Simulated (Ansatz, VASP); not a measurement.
Two plane-wave programs on SrTiO

```
Sr Ti O
1.0
     3.66345    0.00000    0.00000
     0.00000    3.66345    0.00000
     0.00000    0.00000    3.73877
Sr Ti O
1 1 1
Direct
  0.50000 0.50000 0.00000
  0.00000 0.00000 0.00000
  0.50000 0.50000 0.50000
```

Change from the starting cell: species swapped into the HoCoC type (P4/mmm, No. 123).

Alike in both runs: task single point; functional PBE; k mesh 6 × 6 × 6; occupations gaussian, width 0.1 eV; collinear spin.

```csv
,VASP,Ansatz
version,VASP 6.6.1,Ansatz 0.2.0
potentials or method,"VASP PAW PBE potentials, release 64 (Sr_sv, Ti_sv, O), cutoff 520 eV","scalar-relativistic, plane waves, PAW"
valence electrons in the cell,28,28
```

```tsv
	VASP	Ansatz	Ansatz less VASP
gap on the k mesh at the Fermi level (eV)	none	none	-
net moment per atom (μB)	0.95	0.96	+0.007
size of the moment on the site where the two differ most (μB)	0.21	0.06	-0.149
```

Site moments also hang on the region over which each program counts them. A gap of «none» marks a metal or a gap that the smearing closes. The functional is the same, so the differences come from potentials, cutoffs and numerics.
